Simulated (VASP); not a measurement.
# Al12HC in VASP: further runs

Al12HC is run at these levels: PBE; tasks: single point.

Everything below comes from runs of VASP 6.6.1. Logs are shortened: lines on timing, memory, paths and dates and some standing lists are left out, and cuts for length are marked.

**1. The cell of the first run**

The cell holds a slab with vacuum, 14 atoms: a = 5.728 Å, b = 5.728 Å, c = 17.677 Å, α = 90.00°, β = 90.00°, γ = 60.00°.

**2. Single point, PBE**

INCAR

```
ALGO     = Normal         # electronic algorithm
EDIFF    = 1E-7           # SCF threshold, eV
ENCUT    = 520            # plane-wave cutoff, eV
GGA      = PE             # functional
ISIF     = 2              # what is computed and relaxed
ISMEAR   = -1             # smearing method
LASPH    = True           # aspherical terms in the spheres
LCHARG   = False          # write CHGCAR
LREAL    = False          # projectors in reciprocal space
LWAVE    = False          # write WAVECAR
NBANDS   = 34             # bands
NELM     = 100            # most SCF steps
PREC     = Accurate       # precision mode
SIGMA    = 0.15           # smearing width, eV
```

KPOINTS

```
k-points
0
Gamma
  3 3 1
```

POSCAR

```
Al12HC
1.0
    5.7275650000      0.0000000000      0.0000000000
    2.8637820000      4.9602170000      0.0000000000
    0.0000000000      0.0000000000     17.6765370000
Al C H
12 1 1
Direct
    0.1666667000      0.1666667000      0.0565722000
    0.6666667000      0.1666667000      0.0565722000
    0.1666667000      0.6666667000      0.0565722000
    0.6666667000      0.6666667000      0.0565722000
   -0.1664789858      0.3328690299      0.1880631544
    0.3332150706      0.3333380302      0.1878186050
   -0.1660856254      0.8339922643      0.1880836312
    0.3327564141      0.8336218903      0.1880782970
    0.0002938036      0.0004616696      0.3150937305
    0.4909768222      0.0187661081      0.3247222526
    0.0186517421      0.4910995415      0.3247299601
    0.4908937870      0.4910721453      0.3248014671
    0.6667924101      0.6669192806      0.3773676776
    0.6673114794      0.6673516473      0.4396050757
```

Potentials or basis: VASP PAW PBE potentials, release 64 (Al, C, H).

Launch:

```bash
cat potpaw_PBE.64/Al/POTCAR potpaw_PBE.64/C/POTCAR potpaw_PBE.64/H/POTCAR > POTCAR
mpirun -np 1 vasp_std > vasp.out
```

OUTCAR:

```text
EDIFF = 1E-7
   ENCUT = 520
   GGA = PE
   ISIF = 2
   ISMEAR = -1
   LASPH = True
   LREAL = False
   NELM = 100
   PREC = Accurate

 ion  position               nearest neighbor table
   1  0.167  0.167  0.057-   6 2.85   8 2.85   5 2.85   3 2.86   3 2.86   2 2.86   2 2.86   4 2.86
                             4 2.86
   2  0.667  0.167  0.057-   6 2.85   7 2.85   5 2.85   4 2.86   4 2.86   1 2.86   1 2.86   3 2.86
                             3 2.86
   3  0.167  0.667  0.057-   6 2.85   7 2.85   8 2.85   1 2.86   1 2.86   4 2.86   4 2.86   2 2.86
                             2 2.86
   4  0.667  0.667  0.057-   5 2.85   8 2.85   7 2.86   2 2.86   2 2.86   3 2.86   3 2.86   1 2.86
                             1 2.86
   5  0.834  0.333  0.188-   9 2.79   2 2.85   1 2.85   4 2.85   7 2.86   8 2.86   6 2.86   6 2.86
                             8 2.87   7 2.87  12 2.96  11 2.96
   6  0.333  0.333  0.188-   1 2.85   3 2.85   2 2.85   5 2.86   8 2.86   7 2.86   7 2.86   8 2.86
                             5 2.86  10 2.88  11 2.88  12 2.88
   7  0.834  0.834  0.188-   9 2.79   2 2.85   3 2.85   8 2.86   5 2.86   4 2.86   6 2.86   6 2.86
                             5 2.87   8 2.87  11 2.96  10 2.96
   8  0.333  0.834  0.188-   9 2.79   1 2.85   3 2.85   4 2.85   7 2.86   5 2.86   6 2.86   6 2.86
                             5 2.87   7 2.87  12 2.96  10 2.96
   9  0.000  0.000  0.315-   8 2.79   5 2.79   7 2.79  11 2.87  10 2.87  12 2.87  12 2.87  10 2.87
                            11 2.87
  10  0.491  0.019  0.325-  13 1.98  12 2.70  11 2.71   9 2.87   9 2.87   6 2.88   7 2.96   8 2.96
                            11 3.02  12 3.02
  11  0.019  0.491  0.325-  13 1.98  12 2.70  10 2.71   9 2.87   9 2.87   6 2.88   7 2.96   5 2.96
                            10 3.02  12 3.02
  12  0.491  0.491  0.325-  13 1.98  11 2.70  10 2.70   9 2.87   9 2.87   6 2.88   8 2.96   5 2.96
                            10 3.02  11 3.02
  13  0.667  0.667  0.377-  14 1.10  12 1.98  11 1.98  10 1.98
  14  0.667  0.667  0.440-  13 1.10

  LATTYP: Found a hexagonal cell.
 ALAT       =     5.7275649303
 C/A-ratio  =     3.0862220185

  Lattice vectors:

 A1 = (  -2.8637820000,  -4.9602170000,   0.0000000000)
 A2 = (   5.7275650000,   0.0000000000,   0.0000000000)
 A3 = (   0.0000000000,   0.0000000000,  17.6765370000)

Analysis of symmetry for initial positions (statically):
=====================================================================
 Subroutine PRICEL returns:
 Original cell was already a primitive cell.

 Routine SETGRP: Setting up the symmetry group for a
 hexagonal supercell.
[... 138 lines left out ...]
   ISMEAR =    -1;   SIGMA  =   0.15  broadening in eV -4-tet -1-fermi 0-gaus
   EFERMI_NEDOS =   21; number of points for ismear=-14 and -15
   IALGO  =     38    algorithm
   IMIX   =      4    mixing-type and parameters
     AMIX     =   0.40;   BMIX     =  1.00
     AMIX_MAG =   1.60;   BMIX_MAG =  1.00
  volume/ion in A,a.u.               =      35.87       242.07
  Fermi-wavevector in a.u.,A,eV,Ry     =   0.710199  1.342082  6.862545  0.504383
  Thomas-Fermi vector in A             =   1.796983
   LORBIT       =      0    0 simple, 1 ext, 2 COOP (PROOUT), +10 PAW based schemes
   GGA     = PE    functional components
   LHFCALC =     F    Hartree Fock is set to
   AEXX    =    0.0000 exact exchange contribution
   IVDW    =     0    specifies the selected vdW correction
   LEPSILON=     F    determine dielectric tensor
   LRPA    =     F    only Hartree local field effects (RPA)
 non-spin polarized calculation
  energy-cutoff  :      520.00
  volume of cell :      502.19
 maximum number of plane-waves:     13577
 NGX is ok and might be reduce to    42
   NGX = 21   NGY = 21   NGZ = 65

 number of electron      41.0000000 magnetization

 Free energy of the ion-electron system (eV)
  ---------------------------------------------------
  ext. energy  EPLUGINS =         0.00000000
  ---------------------------------------------------
  free energy    TOTEN  =       -55.06615109 eV

  energy without entropy =      -54.72878458  energy(sigma->0) =      -54.89746783

 E-fermi :   0.9851     XC(G=0):  -5.2171

 val. band max:        0.9396044597   @ k =  -0.3333   0.3333   0.0000
 cond. band min:       1.2234711548   @ k =   0.0000   0.3333   0.0000
 fundamental gap:      0.2838666951
 Fermi energy:         0.9850700962

 k-point     1 :       0.0000    0.0000    0.0000
  band No.  band energies     occupation
      1     -11.0103      2.00000
      2      -9.3219      2.00000
      3      -7.4880      2.00000
      4      -5.1062      2.00000
      5      -4.3641      2.00000
      6      -3.8293      2.00000
[... 164 lines left out ...]
     31       4.3213      0.00000
     32       4.3794      0.00000
 [bands above 32 left out]

------------------------ aborting loop because EDIFF is reached ----------------------------------------

  FORCE on cell =-STRESS in cart. coord.  units (eV):
  Direction    XX          YY          ZZ          XY          YZ          ZX
  --------------------------------------------------------------------------------------
  -------------------------------------------------------------------------------------
  Total       -2.5418645     -2.5475983     -0.0418104      0.0058977     -0.0099480     -0.0130242
  in kB       -8.1095189     -8.1278119     -0.1333910      0.0188160     -0.0317378     -0.0415523
  external PRESSURE =      -5.4569072 kB  Pullay stress =       0.0000000 kB

 VOLUME and BASIS-vectors are now :
 -----------------------------------------------------------------------------
  energy-cutoff  :      520.00
  volume of cell :      502.19
      direct lattice vectors                 reciprocal lattice vectors
     5.727565000  0.000000000  0.000000000     0.174594265 -0.100802024  0.000000000
     2.863782000  4.960217000  0.000000000     0.000000000  0.201604083  0.000000000
     0.000000000  0.000000000 17.676537000     0.000000000  0.000000000  0.056572167

 POSITION                                       TOTAL-FORCE (eV/Angst)
 -----------------------------------------------------------------------------------
      1.43189      0.82670      1.00000         0.000578      0.000311     -0.007448
      4.29567      0.82670      1.00000        -0.000397      0.000187     -0.008024
      2.86378      3.30681      1.00000         0.000006      0.000046     -0.008022
      5.72756      3.30681      1.00000         0.002009      0.001583      0.014317
      5.72731      1.65110      3.32431         0.002756      0.015153      0.010028
      2.86312      1.65343      3.31998         0.001764      0.000349      0.008858
      7.16467      4.13678      3.32467        -0.018260     -0.010105      0.008863
      4.29320      4.13495      3.32457         0.015019     -0.005104      0.008872
      0.00300      0.00229      5.56977        -0.005418     -0.003326      0.000986
      2.86584      0.09308      5.73996         0.001667      0.000127     -0.009349
      1.51323      2.43596      5.74010         0.000658      0.001364     -0.010092
      4.21795      2.43582      5.74137        -0.005821     -0.003748     -0.011842
      5.72901      3.30806      6.67055         0.010450      0.005593     -0.023893
      5.73322      3.31021      7.77070        -0.005013     -0.002431      0.026747
 -----------------------------------------------------------------------------------
    total drift:                               -0.000002      0.000001     -0.000043

  FREE ENERGIE OF THE ION-ELECTRON SYSTEM (eV)
  ---------------------------------------------------
  free  energy   TOTEN  =       -55.0661510895 eV

  energy  without entropy=      -54.7287845775  energy(sigma->0) =      -54.89746783
```

OSZICAR:

```text
N       E                     dE             d eps       ncg     rms          rms(c)
DAV:   1     0.126419841773E+03    0.12642E+03   -0.12815E+04   340   0.871E+02
DAV:   2    -0.432443699459E+02   -0.16966E+03   -0.16151E+03   450   0.152E+02
DAV:   3    -0.597337018314E+02   -0.16489E+02   -0.16072E+02   512   0.430E+01
[... 17 lines left out ...]
DAV:  21    -0.550661484191E+02   -0.43485E-05   -0.21763E-07   364   0.147E-03    0.786E-04
DAV:  22    -0.550661507379E+02   -0.23188E-05   -0.19964E-07   338   0.132E-03    0.209E-04
DAV:  23    -0.550661509284E+02   -0.19050E-06   -0.26912E-08   352   0.627E-04    0.123E-04
DAV:  24    -0.550661510816E+02   -0.15326E-06   -0.28515E-08   322   0.516E-04    0.181E-04
DAV:  25    -0.550661510895E+02   -0.78514E-08   -0.39081E-09   338   0.268E-04
   1 F= -.55066151E+02 E0= -.54897468E+02  d E =-.337367E+00
```

Wall time 2.8 min (1 thread of AMD EPYC 9R14 (Zen 4), shared host); peak memory 0.64 GiB.

What came out:

```yaml
Free_energy: -55.0662 eV
Largest_force: 0.027 eV/Å
```

Forces on the atoms (eV/Å):
```
Al   0.001  0.000 -0.007
Al   0.000  0.000 -0.008
Al   0.000  0.000 -0.008
Al   0.002  0.002  0.014
Al   0.003  0.015  0.010
Al   0.002  0.000  0.009
Al  -0.018 -0.010  0.009
Al   0.015 -0.005  0.009
Al  -0.005 -0.003  0.001
Al   0.002  0.000 -0.009
Al   0.001  0.001 -0.010
Al  -0.006 -0.004 -0.012
C    0.010  0.006 -0.024
H   -0.005 -0.002  0.027
```

Levels at points of the mesh, in eV from the Fermi level:
```csv
k point,band 18,band 19,band 20,band 21,band 22,band 23
"(0.00, 0.00, 0.00)",-1.82,-1.82,-1.27,-0.43,-0.43,-0.40
```

Caveat: the k points lie up to 0.42 Å⁻¹ apart.

[end of part 1 of 2]
